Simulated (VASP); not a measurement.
**H3CCl: relaxation of the atoms with PBE+D3(BJ)**

H3CCl:

```
CELL_PARAMETERS angstrom
9.85388 0.00000 0.00000
0.00000 9.85388 0.00000
0.00000 0.00000 9.85388
ATOMIC_POSITIONS crystal
C 0.00086 0.25921 0.19556
C 0.13378 0.65351 0.24180
C 0.45642 0.15393 0.18619
C 0.97238 0.51206 0.83608
C 0.39067 0.50991 0.62459
C 0.90864 0.93049 0.31644
C 0.78674 0.00382 0.82537
C 0.80993 0.57006 0.33973
Cl 0.01779 0.24678 0.37471
Cl 0.19160 0.72470 0.39711
Cl 0.41123 0.30037 0.28130
Cl 0.82776 0.55572 0.93463
Cl 0.47843 0.59271 0.49052
Cl 0.84110 0.98884 0.47318
Cl 0.88929 0.86627 0.76972
Cl 0.87317 0.57562 0.50856
H 0.01367 0.36472 0.16562
H 0.07838 0.19670 0.14784
H 0.90044 0.22361 0.16653
H 0.08907 0.73350 0.18018
H 0.21962 0.60854 0.18886
H 0.05820 0.57608 0.26384
H 0.49867 0.18581 0.08927
H 0.53145 0.09611 0.24294
H 0.36605 0.09264 0.16970
H 0.93879 0.46349 0.74277
H 0.02882 0.60402 0.81262
H 0.03566 0.44265 0.89415
H 0.42254 0.55384 0.72076
H 0.28209 0.52432 0.61060
H 0.41511 0.40225 0.62228
H 0.91568 0.01568 0.24654
H 0.00893 0.88788 0.33431
H 0.84153 0.85314 0.27511
H 0.68849 0.96467 0.85714
H 0.83676 0.05375 0.91021
H 0.77387 0.07496 0.74190
H 0.75961 0.66573 0.31716
H 0.89441 0.55450 0.27034
H 0.73811 0.48663 0.33112
```

```yaml
Program: VASP 6.6.1
Task: relaxation of the atoms
Functional: PBE
Dispersion: D3(BJ)
Potentials_or_basis: VASP PAW PBE potentials, release 64 (C, Cl, H)
Cutoff: 520 eV
k_mesh: 1 × 1 × 1
Occupations: fermi-dirac, width 0.05 eV
Spin: no spin polarisation
Dipole_correction: no
Further_INCAR_settings: LREAL = Auto; ALGO = Normal; EDIFF = 1e-07; IBRION = 2; EDIFFG = -0.3; NSW = 35
```

- Energy gained by relaxing: 1.9 meV/atom
- Ionic steps: 4
- Pressure after relaxing: 0.0 GPa
- Largest force after relaxing: 0.287 eV/Å
- Band gap on the k mesh: 4.64 eV
- Dispersion energy per atom: -0.037 eV

Forces on the atoms (eV/Å):
```
C    0.068  0.112 -0.162
C    0.108 -0.157 -0.072
C   -0.009 -0.037 -0.002
C   -0.043 -0.065 -0.007
C    0.037 -0.062  0.056
C   -0.067  0.074 -0.177
C   -0.048  0.057  0.100
C   -0.176 -0.195 -0.045
Cl   0.142  0.193 -0.041
Cl   0.021  0.143 -0.043
Cl   0.060 -0.075 -0.098
Cl   0.130 -0.157  0.003
Cl   0.124 -0.092  0.139
Cl  -0.272 -0.058 -0.072
Cl   0.058  0.049  0.217
Cl  -0.052  0.022 -0.012
H   -0.014 -0.117 -0.067
H   -0.082  0.086  0.036
H    0.092  0.070  0.055
H    0.017 -0.044 -0.066
H    0.020  0.091  0.045
H    0.224  0.049  0.010
H   -0.051 -0.050  0.115
H   -0.097  0.077 -0.053
H    0.129  0.077  0.039
H    0.053  0.060  0.166
H   -0.092 -0.081  0.049
H   -0.033  0.076 -0.054
H   -0.052 -0.075 -0.106
H    0.144  0.015 -0.044
H   -0.056  0.129  0.014
H   -0.021 -0.113  0.048
H   -0.060  0.045  0.059
H    0.049  0.009 -0.082
H    0.137  0.049 -0.043
H   -0.097 -0.008 -0.083
H    0.050 -0.114  0.077
H   -0.121 -0.017  0.037
H   -0.184 -0.033 -0.003
H   -0.039  0.067  0.067
```

Stress tensor (GPa, compression positive):
```
 0.08  0.04 -0.03
 0.04  0.05 -0.14
-0.03 -0.14 -0.08
```

The path:
| step | energy change (eV) | largest force (eV/Å) | pressure (GPa) |
| --- | --- | --- | --- |
| 1 | 0.0000 | 0.4000 | 0.53 |
| 2 | -0.0367 | 0.4731 | 0.07 |
| 3 | -0.0385 | 0.3568 | 0.15 |
| 4 | -0.0765 | 0.2871 | 0.02 |

Final structure:
```xyz
40
Lattice="9.8539 0.0000 0.0000 0.0000 9.8539 0.0000 0.0000 0.0000 9.8539" Properties=species:S:1:pos:R:3 pbc="T T T"
C     0.0113    2.5565    1.9257
C     1.3314    6.4447    2.3766
C     4.4987    1.5126    1.8325
C     9.5883    5.0426    8.2377
C     3.8473    5.0220    6.1587
C     8.9515    9.1687    3.1120
C     7.7525    0.0390    8.1356
C     7.9658    5.6118    3.3525
Cl    0.1948    2.4573    3.6882
Cl    1.8822    7.1546    3.9065
Cl    4.0536    2.9703    2.7729
Cl    8.1495    5.4642    9.2247
Cl    4.7385    5.8336    4.8422
Cl    8.2599    9.7294    4.6444
Cl    8.7750    8.5324    7.6112
Cl    8.5985    5.6758    5.0098
H     0.1346    3.6043    1.6229
H     0.7836    1.9338    1.4529
H     8.8627    2.2078    1.6397
H     0.8727    7.2314    1.7689
H     2.1831    5.9896    1.8572
H     0.5923    5.6721    2.6079
H     4.9176    1.8369    0.8697
H     5.2438    0.9420    2.4042
H     3.5966    0.9049    1.6731
H     9.2449    4.5614    7.3121
H     0.2850    5.9643    8.0063
H     0.3584    4.3534    8.8214
H     4.1719    5.4642    7.1108
H     2.7683    5.1714    6.0067
H     4.0949    3.9520    6.1273
H     9.0200    0.1629    2.4214
H     0.0906    8.7516    3.3067
H     8.2841    8.4032    2.7064
H     6.7750    9.4984    8.4482
H     8.2515    0.5361    8.9787
H     7.6270    0.7436    7.3006
H     7.4774    6.5628    3.1292
H     8.7955    5.4602    2.6583
H     7.2572    4.7813    3.2664
```

Levels at points of the mesh, in eV from the valence-band top:
| k point | band 53 | band 54 | band 55 | band 56 | band 57 | band 58 | band 59 | band 60 |
| --- | --- | --- | --- | --- | --- | --- | --- | --- |
| (0.00, 0.00, 0.00) | -0.41 | -0.22 | -0.07 | 0.00 | 4.64 | 5.03 | 5.34 | 5.53 |

Run time: 8.7 min on 1 thread of Intel(R) Xeon(R) Platinum 8375C CPU @ 2.90GHz (Ice Lake), on a shared host, peak memory 1.1 GiB.

Caveat: the k points lie up to 0.64 Å⁻¹ apart; the relaxation stopped at a loose force limit of 0.3 eV/Å, so its end isn't a converged minimum.
